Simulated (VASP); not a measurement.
# CaSe (I4/mmm) in VASP: further runs

CaSe is run at these levels: PBE; tasks: single point.

Everything below comes from runs of VASP 6.6.1. Logs are shortened: lines on timing, memory, paths and dates and some standing lists are left out, and cuts for length are marked.

## Step 1: The cell of the first run

It takes space group I4/mmm (No. 139, tetragonal). Conventional cell: a = 4.180 Å, b = 4.180 Å, c = 5.764 Å, α = 90.00°, β = 90.00°, γ = 90.00°. Ca (site symmetry 4/mmm) has 6 Se at 2.88 to 2.96 Å within 3.8 Å. Se (site symmetry 4/mmm) has 6 Ca at 2.88 to 2.96 Å within 3.8 Å.

## Step 2: Single point, PBE (strain -0.0250 x Voigt [0, 1, 0, 0, 0, 0])

Contents of INCAR:

```
PREC     = Accurate       # precision mode
ENCUT    = 520            # plane-wave cutoff, eV
EDIFF    = 1E-6           # SCF threshold, eV
ISMEAR   = 0              # smearing method
SIGMA    = 0.05           # smearing width, eV
LREAL    = F              # projectors in reciprocal space
LASPH    = T              # aspherical terms in the spheres
NELM     = 60             # most SCF steps
ALGO     = Normal         # electronic algorithm
ISIF     = 2              # what is computed and relaxed
LWAVE    = F              # write WAVECAR
LCHARG   = F              # write CHGCAR
GGA      = PE             # functional
NBANDS   = 15             # bands
```

Contents of KPOINTS:

```
Automatic mesh
0
Gamma
  8 8 8
```

Contents of POSCAR:

```
CaSe
1.0
    0.0000000000      2.8821000000      2.9560000000
    2.9560000000      0.0000000000      2.9560000000
    2.9560000000      2.8821000000      0.0000000000
Ca Se
1 1
Direct
    0.0000000000      0.0000000000      0.0000000000
    0.5000000000      0.5000000000      0.5000000000
```

Potentials or basis: VASP PAW PBE potentials, release 64 (Ca_sv, Se).

Command:

```sh
cat potpaw_PBE.64/Ca_sv/POTCAR potpaw_PBE.64/Se/POTCAR > POTCAR
mpirun -np 1 vasp_std > vasp.out
```

OUTCAR:

```text
PREC = Accurate
   ENCUT = 520
   EDIFF = 1E-6
   ISMEAR = 0
   LREAL = F
   LASPH = T
   NELM = 60
   ISIF = 2
   GGA = PE

 ion  position               nearest neighbor table
   1  0.000  0.000  0.000-   2 2.88   2 2.88   2 2.96   2 2.96   2 2.96   2 2.96
   2  0.500  0.500  0.500-   1 2.88   1 2.88   1 2.96   1 2.96   1 2.96   1 2.96

  LATTYP: Found a body centered tetragonal cell.
 ALAT       =     4.1804152904
 C/A-ratio  =     1.3788582233

  Lattice vectors:

 A1 = (   0.0000000000,  -2.8821000000,   2.9560000000)
 A2 = (   0.0000000000,  -2.8821000000,  -2.9560000000)
 A3 = (   2.9560000000,   2.8821000000,   0.0000000000)

Analysis of symmetry for initial positions (statically):
=====================================================================
 Subroutine PRICEL returns:
 Original cell was already a primitive cell.

 Routine SETGRP: Setting up the symmetry group for a
 body centered tetragonal supercell.

 Subroutine GETGRP returns: Found 16 space group operations
 (whereof 16 operations were pure point group operations)
 out of a pool of 16 trial point group operations.

The static configuration has the point symmetry D_4h.

Analysis of symmetry for dynamics (positions and initial velocities):
=====================================================================
 Subroutine PRICEL returns:
 Original cell was already a primitive cell.

 Routine SETGRP: Setting up the symmetry group for a
 body centered tetragonal supercell.

 Subroutine GETGRP returns: Found 16 space group operations
 (whereof 16 operations were pure point group operations)
 out of a pool of 16 trial point group operations.

The dynamic configuration has the point symmetry D_4h.

 Subroutine INISYM returns: Found 16 space group operations
 (whereof 16 operations are pure point group operations),
 and found     1 'primitive' translations

----------------------------------------------------------------------------------------

                                     Primitive cell

  volume of cell :      50.3672

  direct lattice vectors                    reciprocal lattice vectors
     0.000000000  2.882100000  2.956000000    -0.169147497  0.173484612  0.169147497
     2.956000000  0.000000000  2.956000000     0.169147497 -0.173484612  0.169147497
     2.956000000  2.882100000  0.000000000     0.169147497  0.173484612 -0.169147497

  length of vectors
     4.128490815  4.180415290  4.128490815     0.295497313  0.295497313  0.295497313

  position of ions in fractional coordinates (direct lattice)
     0.000000000  0.000000000  0.000000000
     0.500000000  0.500000000  0.500000000

  ion indices of the primitive-cell ions
   primitive index   ion index
                 1           1
                 2           2

----------------------------------------------------------------------------------------

 KPOINTS: Automatic mesh

Automatic generation of k-mesh.
 Grid dimensions read from file:
 generate k-points for:    8    8    8

 Generating k-lattice:

  Cartesian coordinates                     Fractional coordinates (reciprocal lattice)
    -0.021143437  0.021685576  0.021143437     0.125000000  0.000000000  0.000000000
     0.021143437 -0.021685576  0.021143437    -0.000000000  0.125000000 -0.000000000
     0.021143437  0.021685576 -0.021143437     0.000000000  0.000000000  0.125000000

  Length of vectors
     0.036937164  0.036937164  0.036937164

  Shift w.r.t. Gamma in fractional coordinates (k-lattice)
     0.000000000  0.000000000  0.000000000

 Subroutine IBZKPT returns following result:
 ===========================================

 Found     59 irreducible k-points:

 Following reciprocal coordinates:
            Coordinates               Weight
  0.000000  0.000000  0.000000      1.000000
  0.125000  0.000000  0.000000      8.000000
  0.250000  0.000000  0.000000      8.000000
  0.375000  0.000000  0.000000      8.000000
  0.500000  0.000000  0.000000      4.000000
  0.125000  0.125000  0.000000      4.000000
[... 16 lines left out ...]
  0.250000  0.000000  0.125000      8.000000
  0.375000  0.000000  0.125000      8.000000
 [... further k-points ...]
   k-points           NKPTS =     59   k-points in BZ     NKDIM =     59   number of bands    NBANDS=     15
   number of dos      NEDOS =    301   number of ions     NIONS =      2
   total plane-waves  NPLWV =  32768
   dimension x,y,z NGX =    32 NGY =   32 NGZ =   32
   dimension x,y,z NGXF=    64 NGYF=   64 NGZF=   64
   ions per type =               1   1
   NGX,Y,Z   is equivalent  to a cutoff of  12.89, 12.73, 12.89 a.u.
   NGXF,Y,Z  is equivalent  to a cutoff of  25.77, 25.45, 25.77 a.u.
 SYSTEM =  unknown system
   PREC   = accura    normal or accurate (medium, high low for compatibility)
   ISTART =      0    job   : 0-new  1-cont  2-samecut
   ICHARG =      2    charge: 1-file 2-atom 10-const
   ISPIN  =      1    spin polarized calculation?
   LNONCOLLINEAR =      F non collinear calculations
   LSORBIT =      F    spin-orbit coupling
   LASPH  =      T    aspherical Exc in radial PAW
   ENCUT  =  520.0 eV  38.22 Ry    6.18 a.u.   7.68  7.77  7.68*2*pi/ulx,y,z
   NELM   =     60;   NELMIN=  2; NELMDL= -5     # of ELM steps
   EDIFF  = 0.1E-05   stopping-criterion for ELM
   LREAL  =      F    real-space projection
   EDIFFG = 0.1E-04   stopping-criterion for IOM
   NSW    =      0    number of steps for IOM
   IBRION =     -1    ionic relax: 0-MD 1-quasi-New 2-CG
   NFREE  =      0    steps in history (QN), initial steepest desc. (CG)
   ISIF   =      2    stress and relaxation
   ISYM   =      2    0-nonsym 1-usesym 2-fastsym
   POTIM  = 0.5000    time-step for ionic-motion
   TEBEG  =    0.0;   TEEND  =   0.0 temperature during run
   PSTRESS=    0.0 pullay stress
   NELECT =      16.0000    total number of electrons
   NUPDOWN=      -1.0000    fix difference up-down
   EMIN   =  10.00;   EMAX   =-10.00  energy-range for DOS
   EFERMI =   0.00;   METHOD = LEGACY
   ISMEAR =     0;   SIGMA  =   0.05  broadening in eV -4-tet -1-fermi 0-gaus
   EFERMI_NEDOS =   21; number of points for ismear=-14 and -15
   IALGO  =     38    algorithm
   IMIX   =      4    mixing-type and parameters
     AMIX     =   0.40;   BMIX     =  1.00
     AMIX_MAG =   1.60;   BMIX_MAG =  1.00
  volume/ion in A,a.u.               =      25.18       169.95
  Fermi-wavevector in a.u.,A,eV,Ry     =   1.117032  2.110884 16.976805  1.247760
  Thomas-Fermi vector in A             =   2.253651
   LORBIT       =      0    0 simple, 1 ext, 2 COOP (PROOUT), +10 PAW based schemes
   GGA     = PE    functional components
   LHFCALC =     F    Hartree Fock is set to
   AEXX    =    0.0000 exact exchange contribution
   IVDW    =     0    specifies the selected vdW correction
   LEPSILON=     F    determine dielectric tensor
   LRPA    =     F    only Hartree local field effects (RPA)
 non-spin polarized calculation
 Gauss-broadening in eV      SIGMA  =   0.05
  energy-cutoff  :      520.00
  volume of cell :       50.37
 maximum number of plane-waves:      1387
   NGX = 15   NGY = 15   NGZ = 15

 number of electron      16.0000001 magnetization

 Free energy of the ion-electron system (eV)
  ---------------------------------------------------
  ext. energy  EPLUGINS =         0.00000000
  ---------------------------------------------------
  free energy    TOTEN  =        -9.45569891 eV

  energy without entropy =       -9.45569891  energy(sigma->0) =       -9.45569891

 E-fermi :   2.8611     XC(G=0):  -9.2689

 val. band max:        2.6482932370   @ k =   0.0000   0.0000   0.0000
 cond. band min:       4.5828075240   @ k =   0.5000   0.0000   0.5000
 fundamental gap:      1.9345142871
 Fermi energy:         2.8611305781

 k-point     1 :       0.0000    0.0000    0.0000
  band No.  band energies     occupation
      1     -37.0290      2.00000
      2     -18.0301      2.00000
      3     -18.0301      2.00000
      4     -18.0257      2.00000
      5      -9.2604      2.00000
      6       2.6302      2.00000
      7       2.6302      2.00000
      8       2.6483      2.00000
      9       6.0861      0.00000
     10       6.2759      0.00000
     11       6.2759      0.00000
     12       6.4475      0.00000
     13       6.8823      0.00000
     14       7.0174      0.00000
     15      12.3900      0.00000

 k-point     2 :       0.1250    0.0000    0.0000
  band No.  band energies     occupation
      1     -37.0278      2.00000
      2     -18.0484      2.00000
      3     -18.0317      2.00000
      4     -18.0280      2.00000
      5      -9.1604      2.00000
      6       1.8494      2.00000
      7       2.3741      2.00000
      8       2.3881      2.00000
      9       6.2631      0.00000
     10       6.5064      0.00000
     11       6.6024      0.00000
     12       7.0189      0.00000
     13       7.3022      0.00000
     14       7.4861      0.00000
     15      12.5949      0.00000

 k-point     3 :       0.2500    0.0000    0.0000
  band No.  band energies     occupation
      1     -37.0251      2.00000
      2     -18.0950      2.00000
      3     -18.0356      2.00000
      4     -18.0303      2.00000
      5      -8.9064      2.00000
      6       0.5747      2.00000
      7       1.8887      2.00000
      8       1.9030      2.00000
      9       6.3793      0.00000
     10       7.0606      0.00000
     11       7.1191      0.00000
     12       8.3272      0.00000
     13       8.3298      0.00000
     14       8.6667      0.00000
     15      12.1725      0.00000
[... 343 lines left out ...]
 k-point    23 :       0.2500    0.0000    0.1250
  band No.  band energies     occupation
      1     -37.0251      2.00000
      2     -18.0815      2.00000
      3     -18.0417      2.00000
      4     -18.0361      2.00000
      5      -8.9296      2.00000
      6       0.7293      2.00000
      7       1.9252      2.00000
      8       2.0219      2.00000
      9       5.9924      0.00000
     10       6.9773      0.00000
     11       7.2512      0.00000
     12       7.6932      0.00000
     13       7.7373      0.00000
     14       9.7522      0.00000
     15      12.4803      0.00000

 k-point    24 :       0.3750    0.0000    0.1250
  band No.  band energies     occupation
      1     -37.0223      2.00000
      2     -18.1249      2.00000
      3     -18.0457      2.00000
      4     -18.0387      2.00000
      5      -8.6814      2.00000
      6      -0.1058      2.00000
      7       1.4449      2.00000
      8       1.6345      2.00000
      9       6.3035      0.00000
     10       7.7354      0.00000
     11       7.9074      0.00000
     12       8.5394      0.00000
     13       8.5989      0.00000
     14      10.1877      0.00000
     15      11.6185      0.00000

 [... further k-points ...]
[... 5 lines left out ...]
  --------------------------------------------------------------------------------------
  -------------------------------------------------------------------------------------
  Total        0.5935681      1.5072030      0.5935681      0.0000000      0.0000000      0.0000000
  in kB       18.8813585     47.9440174     18.8813585      0.0000000      0.0000000      0.0000000
  external PRESSURE =      28.5689115 kB  Pullay stress =       0.0000000 kB

 VOLUME and BASIS-vectors are now :
 -----------------------------------------------------------------------------
  energy-cutoff  :      520.00
  volume of cell :       50.37
      direct lattice vectors                 reciprocal lattice vectors
     0.000000000  2.882100000  2.956000000    -0.169147497  0.173484612  0.169147497
     2.956000000  0.000000000  2.956000000     0.169147497 -0.173484612  0.169147497
     2.956000000  2.882100000  0.000000000     0.169147497  0.173484612 -0.169147497

 POSITION                                       TOTAL-FORCE (eV/Angst)
 -----------------------------------------------------------------------------------
      0.00000      0.00000      0.00000         0.000000      0.000000     -0.000000
      2.95600      2.88210      2.95600        -0.000000      0.000000      0.000000
 -----------------------------------------------------------------------------------
    total drift:                                0.000000     -0.000000     -0.000000

  FREE ENERGIE OF THE ION-ELECTRON SYSTEM (eV)
  ---------------------------------------------------
  free  energy   TOTEN  =        -9.4556989059 eV

  energy  without entropy=       -9.4556989059  energy(sigma->0) =       -9.45569891
```

Wall time 30 s (1 thread of AMD EPYC 7R43 (Zen 3), shared host); peak memory 0.17 GiB.

What came out:

```
Free energy            : -9.4557 eV
Pressure               : 2.9 GPa
Band gap on the k mesh : 1.93 eV, indirect (least direct gap 2.87 eV)
```

Stress tensor (GPa, compression positive):
```
1.89 0.00 0.00
0.00 4.79 0.00
0.00 0.00 1.89
```

Levels at points of the mesh, in eV from the valence-band top:
```tsv
k point	band 6	band 7	band 8	band 9	band 10	band 11
(0.00, 0.00, 0.00)	-0.02	-0.02	0.00	3.44	3.63	3.63
(0.50, 0.00, 0.00)	-3.40	-1.28	-1.27	4.55	5.52	5.57
(0.50, 0.50, 0.00)	-2.63	-0.96	-0.91	1.95	5.00	5.24
(0.50, 0.00, 0.50)	-2.54	-1.04	-1.04	1.93	5.12	5.13
```

Caveat: the cell differs from its parent crystal (strain -0.0250 x Voigt [0, 1, 0, 0, 0, 0]).

## Step 3: Single point, PBE (strain +0.0250 x Voigt [0, 1, 0, 0, 0, 0])

Contents of INCAR:

```
PREC = Accurate ; ENCUT = 520
EDIFF = 1E-6 ; ISMEAR = 0
SIGMA = 0.05 ; LREAL = F
LASPH = T ; NELM = 60
ALGO = Normal ; ISIF = 2
LWAVE = F ; LCHARG = F
GGA = PE ; NBANDS = 15
```

Contents of KPOINTS:

```
regular mesh
0
Gamma
  8 8 8
```

Contents of POSCAR:

```
CaSe
1.0
    0.0000000000      3.0299000000      2.9560000000
    2.9560000000      0.0000000000      2.9560000000
    2.9560000000      3.0299000000      0.0000000000
Ca Se
1 1
Direct
    0.0000000000      0.0000000000      0.0000000000
    0.5000000000      0.5000000000      0.5000000000
```

Potentials or basis: VASP PAW PBE potentials, release 64 (Ca_sv, Se).

Command:

```sh
cat potpaw_PBE.64/Ca_sv/POTCAR potpaw_PBE.64/Se/POTCAR > POTCAR
mpirun -np 1 vasp_std > vasp.out
```

OUTCAR:

```text
PREC = Accurate
   ENCUT = 520
   EDIFF = 1E-6
   ISMEAR = 0
   LREAL = F
   LASPH = T
   NELM = 60
   ISIF = 2
   GGA = PE

 ion  position               nearest neighbor table
   1  0.000  0.000  0.000-   2 2.96   2 2.96   2 2.96   2 2.96
   2  0.500  0.500  0.500-   1 2.96   1 2.96   1 2.96   1 2.96

  LATTYP: Found a body centered tetragonal cell.
 ALAT       =     4.1804152904
 C/A-ratio  =     1.4495689014

  Lattice vectors:

 A1 = (   0.0000000000,  -3.0299000000,   2.9560000000)
 A2 = (   0.0000000000,  -3.0299000000,  -2.9560000000)
[... 608 lines left out ...]
     10       7.2760      0.00000
     11       7.4558      0.00000
     12       8.0955      0.00000
     13       8.1227      0.00000
     14       9.3341      0.00000
     15      10.5579      0.00000

 [... further k-points ...]
[... 5 lines left out ...]
  --------------------------------------------------------------------------------------
  -------------------------------------------------------------------------------------
  Total        0.2785908     -0.3926300      0.2785908      0.0000000     -0.0000000      0.0000000
  in kB        8.4296629    -11.8802852      8.4296629      0.0000000     -0.0000000      0.0000000
  external PRESSURE =       1.6596802 kB  Pullay stress =       0.0000000 kB

 VOLUME and BASIS-vectors are now :
 -----------------------------------------------------------------------------
  energy-cutoff  :      520.00
  volume of cell :       52.95
      direct lattice vectors                 reciprocal lattice vectors
     0.000000000  3.029900000  2.956000000    -0.169147497  0.165021948  0.169147497
     2.956000000  0.000000000  2.956000000     0.169147497 -0.165021948  0.169147497
     2.956000000  3.029900000  0.000000000     0.169147497  0.165021948 -0.169147497

 POSITION                                       TOTAL-FORCE (eV/Angst)
 -----------------------------------------------------------------------------------
      0.00000      0.00000      0.00000         0.000000      0.000000      0.000000
      2.95600      3.02990      2.95600         0.000000     -0.000000     -0.000000
 -----------------------------------------------------------------------------------
    total drift:                                0.000000     -0.000000     -0.000000

  FREE ENERGIE OF THE ION-ELECTRON SYSTEM (eV)
  ---------------------------------------------------
  free  energy   TOTEN  =        -9.4803140781 eV

  energy  without entropy=       -9.4803140781  energy(sigma->0) =       -9.48031408
```

Wall time 32 s (1 thread of AMD EPYC 7R43 (Zen 3), shared host); peak memory 0.17 GiB.

What came out:

```yaml
Free_energy: -9.4803 eV
Pressure: 0.2 GPa
Band_gap_on_the_k_mesh: 2.07 eV, indirect (least direct gap 2.94 eV)
```

Stress tensor (GPa, compression positive):
```
 0.84  0.00  0.00
 0.00 -1.19  0.00
 0.00  0.00  0.84
```

Caveat: the cell differs from its parent crystal (strain +0.0250 x Voigt [0, 1, 0, 0, 0, 0]). A k mesh can miss the band edges.

## Step 4: Single point, PBE (strain +0.0500 x Voigt [0, 1, 0, 0, 0, 0])

Contents of INCAR:

```
SYSTEM = CaSe
PREC     = Accurate       ! precision mode
ENCUT    = 520            ! plane-wave cutoff, eV
EDIFF    = 1E-6           ! SCF threshold, eV
ISMEAR   = 0              ! smearing method
SIGMA    = 0.05           ! smearing width, eV
LREAL    = .False.        ! projectors in reciprocal space
LASPH    = .True.         ! aspherical terms in the spheres
NELM     = 80             ! most SCF steps
ALGO     = Normal         ! electronic algorithm
ISIF     = 2              ! what is computed and relaxed
LWAVE    = .False.        ! write WAVECAR
LCHARG   = .False.        ! write CHGCAR
GGA      = PE             ! functional
NBANDS   = 15             ! bands
```

Contents of KPOINTS:

```
Automatic mesh
0
Gamma
  8 8 8
  0 0 0
```

Contents of POSCAR:

```
CaSe
1.0
    0.0000000000      3.1038000000      2.9560000000
    2.9560000000      0.0000000000      2.9560000000
    2.9560000000      3.1038000000      0.0000000000
Ca Se
1 1
Direct
    0.0000000000      0.0000000000      0.0000000000
    0.5000000000      0.5000000000      0.5000000000
```

Command:

```sh
cat potpaw_PBE.64/Ca_sv/POTCAR potpaw_PBE.64/Se/POTCAR > POTCAR
mpirun -np 1 vasp_std > vasp.out
```

Run time: 32 s. Hardware: 1 thread of AMD EPYC 7R43 (Zen 3), shared host; peak memory 0.17 GiB.

The run converged. Its results:

- Free energy: -9.4632 eV
- Pressure: -0.8 GPa
- Band gap on the k mesh: 2.13 eV, indirect (least direct gap 2.92 eV)

Stress tensor (GPa, compression positive):
```
 0.37  0.00  0.00
 0.00 -3.02  0.00
 0.00  0.00  0.37
```

Levels at points of the mesh, in eV from the valence-band top:
```
           k point  band 6  band 7  band 8  band 9  band 10  band 11
(0.00, 0.00, 0.00)   -0.01    0.00    0.00    3.02     3.52     3.82
(0.50, 0.00, 0.00)   -3.11   -1.12   -1.10    4.42     5.35     5.35
(0.50, 0.50, 0.00)   -2.36   -1.01   -0.88    2.13     4.73     5.09
(0.50, 0.00, 0.50)   -2.48   -0.78   -0.78    2.14     4.90     4.91
```

Caveat: the cell differs from its parent crystal (strain +0.0500 x Voigt [0, 1, 0, 0, 0, 0]). A k mesh can miss the band edges.

## Step 5: Summary

```tsv
cell	gap on the mesh (eV)	pressure (GPa)
a = 4.128, b = 4.180 Å, angles 59.6, 60.8, 59.6°, 2 atoms	1.93	2.9
a = 4.233, b = 4.180 Å, angles 60.4, 59.2, 60.4°, 2 atoms	2.07	0.2
a = 4.286, b = 4.180 Å, angles 60.8, 58.4, 60.8°, 2 atoms	2.13	-0.8
```

Alike in all rows: task single point; level PBE; potentials or basis VASP PAW PBE potentials, release 64 (Ca_sv, Se); no spin polarisation; k mesh 8 × 8 × 8; cutoff (eV) 520; smearing gaussian 0.05 eV.

Absolute energies hang on the potentials; compare differences alone.
